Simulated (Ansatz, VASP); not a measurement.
# NaH in VASP and in Ansatz

```xyz
2
Lattice="0.0000 2.4213 2.4213 2.4213 0.0000 2.4213 2.4213 2.4213 0.0000" Properties=species:S:1:pos:R:3 pbc="T T T"
Na    0.0000    0.0000    0.0000
H     2.4213    2.4213    2.4213
```

Alike in both runs: task single point; functional r2SCAN; k mesh 8 × 8 × 8; no spin polarisation.

|  | VASP | Ansatz |
| --- | --- | --- |
| version | VASP 6.6.1 | Ansatz 0.2.0 |
| potentials or method | VASP PAW PBE potentials, release 64 (Na_pv, H) | plane waves, PAW |
| plane-wave cutoff (eV) | 520 | 500 |
| occupations | gaussian, width 0.01 eV | fixed |
| valence electrons in the cell | 8 | 10 |

VASP gave:

```
gap on the k mesh at the Fermi level (eV) : 4.36
pressure (GPa)                            : -0.8
```

Problem. What did Ansatz give for the same quantities?

Solution. gap on the k mesh at the Fermi level (eV): 4.35; pressure (GPa): -0.7.

VASP's potentials were made for PBE, not for r2SCAN. VASP's potentials hold 8 valence electrons a cell and Ansatz's 10, so a difference there can come from the potentials and not from the codes.
